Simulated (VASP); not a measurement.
# Mn (P6_3/mmc) in VASP: a series of runs, part 2 of 2

VASP 6.6.1. The steps go on from the part before.

### 4 Single point, RPBE, collinear spin, antiferromagnetic start (10.18 Å³/atom)

This run uses another cell than the first one, of 10.18 Å³/atom.

File INCAR:

```
ALGO = Normal
EDIFF = 1E-7
ENCUT = 520
GGA = RP
ISIF = 2
ISMEAR = -1
ISPIN = 2
LASPH = T
LCHARG = F
LMAXMIX = 4
LORBIT = 11
LREAL = F
LWAVE = F
MAGMOM = 0.807 -0.807
NBANDS = 24
NELM = 150
PREC = Accurate
SIGMA = 0.05
```

File KPOINTS:

```
k-points
0
Gamma
  24 24 13
```

File POSCAR:

```
Mn
1.0
    2.4366788682      0.0000000000      0.0000000000
   -1.2183394341      2.1102258007      0.0000000000
    0.0000000000      0.0000000000      3.9612101112
Mn
2
Direct
    0.3333333333      0.6666666667      0.2500000000
    0.6666666667      0.3333333333      0.7500000000
```

Potentials or basis: VASP PAW PBE potentials, release 64 (Mn_pv).

Launch:

```
$ cat potpaw_PBE.64/Mn_pv/POTCAR > POTCAR
$ mpirun -np 1 vasp_std > vasp.out
```

OUTCAR:

```text
EDIFF = 1E-7
   ENCUT = 520
   GGA = RP
   ISIF = 2
   ISMEAR = -1
   ISPIN = 2
   LASPH = T
   LORBIT = 11
   LREAL = F
   NELM = 150
   PREC = Accurate

 ion  position               nearest neighbor table
   1  0.333  0.667  0.250-   2 2.43   2 2.43   2 2.43   2 2.43   2 2.43   2 2.43
   2  0.667  0.333  0.750-   1 2.43   1 2.43   1 2.43   1 2.43   1 2.43   1 2.43

  LATTYP: Found a hexagonal cell.
 ALAT       =     2.4366788682
 C/A-ratio  =     1.6256594839

  Lattice vectors:

 A1 = (   2.4366788682,   0.0000000000,   0.0000000000)
 A2 = (  -1.2183394341,   2.1102258007,   0.0000000000)
 A3 = (   0.0000000000,   0.0000000000,   3.9612101112)

Analysis of symmetry for initial positions (statically):
=====================================================================
 Subroutine PRICEL returns:
 Original cell was already a primitive cell.

 Routine SETGRP: Setting up the symmetry group for a
 hexagonal supercell.

 Subroutine GETGRP returns: Found 24 space group operations
[... 850 lines left out ...]
      5     -36.2622      1.00000
      6     -36.2620      1.00000
[... 637 lines left out ...]
     23      28.6432      0.00000
     24      33.3612      0.00000

 [... further k-points ...]

------------------------ aborting loop because EDIFF is reached ----------------------------------------

  FORCE on cell =-STRESS in cart. coord.  units (eV):
  Direction    XX          YY          ZZ          XY          YZ          ZX
  --------------------------------------------------------------------------------------
  -------------------------------------------------------------------------------------
  Total        2.8545471      2.8545471      2.6104147     -0.0000000     -0.0000000      0.0000000
  in kB      224.5394696    224.5394696    205.3359433     -0.0000000     -0.0000000      0.0000000
  external PRESSURE =     218.1382941 kB  Pullay stress =       0.0000000 kB

 VOLUME and BASIS-vectors are now :
 -----------------------------------------------------------------------------
  energy-cutoff  :      520.00
  volume of cell :       20.37
      direct lattice vectors                 reciprocal lattice vectors
     2.436678868  0.000000000  0.000000000     0.410394662  0.236941468  0.000000000
    -1.218339434  2.110225801  0.000000000     0.000000000  0.473882937  0.000000000
     0.000000000  0.000000000  3.961210111     0.000000000  0.000000000  0.252448109

 POSITION                                       TOTAL-FORCE (eV/Angst)
 -----------------------------------------------------------------------------------
     -0.00000      1.40682      0.99030        -0.000000     -0.000000      0.000000
      1.21834      0.70341      2.97091         0.000000      0.000000      0.000000
 -----------------------------------------------------------------------------------
    total drift:                                0.000000     -0.000000      0.000000

  FREE ENERGIE OF THE ION-ELECTRON SYSTEM (eV)
  ---------------------------------------------------
  free  energy   TOTEN  =       -16.6995684957 eV

  energy  without entropy=      -16.6783024177  energy(sigma->0) =      -16.68893546

 total charge

# of ion       s       p       d       tot
------------------------------------------
    1        0.448   6.436   5.208  12.092
    2        0.448   6.436   5.208  12.092
--------------------------------------------------
tot          0.897  12.872  10.415  24.184

 magnetization (x)

# of ion       s       p       d       tot
------------------------------------------
    1       -0.000  -0.000  -0.003  -0.003
    2        0.000   0.000   0.003   0.003
--------------------------------------------------
tot          0.000   0.000   0.000   0.000
```

OSZICAR:

```text
N       E                     dE             d eps       ncg     rms          rms(c)
DAV:   1     0.244844601824E+03    0.24484E+03   -0.14821E+04 41928   0.155E+03
DAV:   2    -0.992053538168E+01   -0.25477E+03   -0.24297E+03 41896   0.402E+02
DAV:   3    -0.195984357501E+02   -0.96779E+01   -0.96364E+01 45816   0.892E+01
DAV:   4    -0.196723888948E+02   -0.73953E-01   -0.73949E-01 45136   0.768E+00
[... 27 lines left out ...]
DAV:  32    -0.166995674276E+02   -0.49339E-06   -0.13897E-04 53376   0.909E-02    0.418E-03
DAV:  33    -0.166995678975E+02   -0.46994E-06   -0.73849E-05 61344   0.643E-02    0.377E-03
DAV:  34    -0.166995680518E+02   -0.15423E-06   -0.57441E-05 59672   0.569E-02    0.394E-03
DAV:  35    -0.166995684785E+02   -0.42674E-06   -0.25083E-06 42384   0.153E-02    0.438E-03
DAV:  36    -0.166995684957E+02   -0.17184E-07   -0.23120E-07 22576   0.385E-03
   1 F= -.16699568E+02 E0= -.16688935E+02  d E =-.212661E-01  mag=    -0.0000
```

It took 9.2 min on 1 thread of Intel Xeon 6975P-C (Granite Rapids), shared host; peak memory 0.37 GiB.

What came out:

| Quantity | Value |
| --- | --- |
| Free energy | -16.6996 eV |
| Pressure | 21.8 GPa |
| Band gap on the k mesh | zero (filled and empty bands overlap) |
| Net moment | 0.00 μB per cell |
| Valence electrons inside the program's atomic spheres | Mn 12.09 |

Stress tensor (GPa, compression positive):
```
22.45  0.00  0.00
 0.00 22.45  0.00
 0.00  0.00 20.53
```

Levels at points of the mesh, in eV from the Fermi level:
Spin up:
| k point | band 9 | band 10 | band 11 | band 12 | band 13 | band 14 | band 15 | band 16 | band 17 | band 18 |
| --- | --- | --- | --- | --- | --- | --- | --- | --- | --- | --- |
| (0.00, 0.00, 0.00) | -1.08 | -1.02 | -1.02 | -0.52 | -0.52 | 0.07 | 0.07 | 0.74 | 1.73 | 1.73 |
| (0.50, 0.00, 0.00) | -3.97 | -1.37 | -1.23 | -1.02 | -0.46 | 1.97 | 2.10 | 2.20 | 3.84 | 6.09 |
Spin down:
| k point | band 11 | band 12 | band 13 | band 14 | band 15 | band 16 |
| --- | --- | --- | --- | --- | --- | --- |
| (0.00, 0.00, 0.00) | -1.02 | -0.52 | -0.52 | 0.07 | 0.07 | 0.74 |
| (0.50, 0.00, 0.00) | -1.23 | -1.02 | -0.46 | 1.97 | 2.10 | 2.20 |

Caveat: the cell stands under pressure; the PAW data sets were made with another functional, which shifts forces and pressure a little.

### 5 Summary

| cell | k mesh | gap on the mesh (eV) | pressure (GPa) | moment (μB) |
| --- | --- | --- | --- | --- |
| a = 2.464, b = 2.464, c = 3.990 Å, angles 90.0, 90.0, 120.0°, 2 atoms | 16 × 16 × 9 | none | 12.8 | 0.00 |
| a = 2.497, b = 2.497, c = 4.045 Å, angles 90.0, 90.0, 120.0°, 2 atoms | 16 × 16 × 9 | none | 3.1 | 0.00 |
| a = 2.437, b = 2.437, c = 3.961 Å, angles 90.0, 90.0, 120.0°, 2 atoms | 24 × 24 × 13 | none | 21.8 | 0.00 |

Alike in all rows: task single point; level RPBE; potentials or basis VASP PAW PBE potentials, release 64 (Mn_pv); spin collinear, antiferromagnetic start; cutoff (eV) 520; smearing fermi-dirac 0.05 eV.

Caveats: the cell stands under pressure; the PAW data sets were made with another functional, which shifts forces and pressure a little.

Absolute energies hang on the potentials; compare differences alone.
